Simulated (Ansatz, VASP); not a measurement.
# Two plane-wave programs on Ta3Cu

```
Ta Cu
1.0
    -2.00651    2.00651    4.20817
     2.00651   -2.00651    4.20817
     2.00651    2.00651   -4.20817
Ta Cu
3 1
Direct
  0.50000 0.50000 0.00000
  0.25000 0.75000 0.50000
  0.75000 0.25000 0.50000
  0.00000 0.00000 0.00000
```

Alike in both runs: task single point; functional PBE; k mesh 9 × 9 × 9; occupations fermi-dirac, width 0.05 eV; no spin polarisation.

|  | VASP | Ansatz |
| --- | --- | --- |
| version | VASP 6.6.1 | Ansatz 0.2.0 |
| potentials or method | VASP PAW PBE potentials, release 64 (Ta_pv, Cu) | Ansatz PAW |
| plane-wave cutoff (eV) | 520 | 420 |
| valence electrons in the cell | 44 | 58 |

|  | VASP | Ansatz | Ansatz less VASP |
| --- | --- | --- | --- |
| gap on the k mesh at the Fermi level (eV) | none | none | - |
| pressure (GPa) | 0.9 | 0.5 | -0.39 |
| traceless stress, the component that is largest in VASP (GPa) | -0.35 | -0.24 | +0.114 |

A gap of «none» marks a metal or a gap that the smearing closes. VASP's potentials hold 44 valence electrons a cell and Ansatz's 58, so a difference there can come from the potentials and not from the codes.

Neither program's run includes spin-orbit coupling.
